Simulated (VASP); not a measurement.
# PbS: single point with PBE+D3(BJ)

The system is PbS.

```
Pb S
1.0
     2.09757    1.21103    3.42799
    -2.09757    1.21103    3.42799
     0.00000   -2.42206    3.42799
Pb S
1 1
Direct
  0.97799 0.97799 0.97799
  0.47761 0.47761 0.47761
```

| Property | Result |
| --- | --- |
| Program | VASP 6.6.1 |
| Task | single point |
| Functional | PBE |
| Dispersion | D3(BJ) |
| Potentials or basis | VASP PAW PBE potentials, release 64 (Pb_d, S) |
| Cutoff | 520 eV |
| k mesh | 12 × 12 × 12 |
| Occupations | gaussian, width 0.02 eV |
| Spin | no spin polarisation |

The pressure is -0.1 GPa. The band gap on the k mesh is 0.36 eV, indirect (the least direct gap lies 3.9 meV higher) and the dispersion energy per atom is -0.347 eV.

Forces on the atoms (eV/Å):
```
Pb   0.000  0.000 -0.002
S    0.000  0.000  0.002
```

Levels at points of the mesh, in eV from the valence-band top:
```
           k point  band 6  band 7  band 8  band 9  band 10  band 11  band 12  band 13  band 14  band 15
(0.00, 0.00, 0.00)  -13.59   -6.04   -2.17   -2.17    -2.17     5.21     5.21     5.21     6.73     6.74
(0.50, 0.00, 0.00)  -12.35   -8.84   -1.78   -1.78     0.00     0.37     1.96     1.96     8.66    10.12
(0.50, 0.50, 0.00)  -11.92   -7.20   -5.19   -3.44    -3.43     3.87     5.57     5.68     5.68    11.17
(0.50, 0.50, 0.50)  -12.35   -8.84   -1.78   -1.78     0.00     0.37     1.97     1.97     8.66    10.12
```

Run time: 2.4 min on 1 thread of AMD EPYC 7R43 64-Core Processor (Zen 3) (shared host), peak memory 0.27 GiB.

Caveat: spin-orbit coupling is left out, which moves the levels of the heavy elements. A k mesh can miss the band edges.
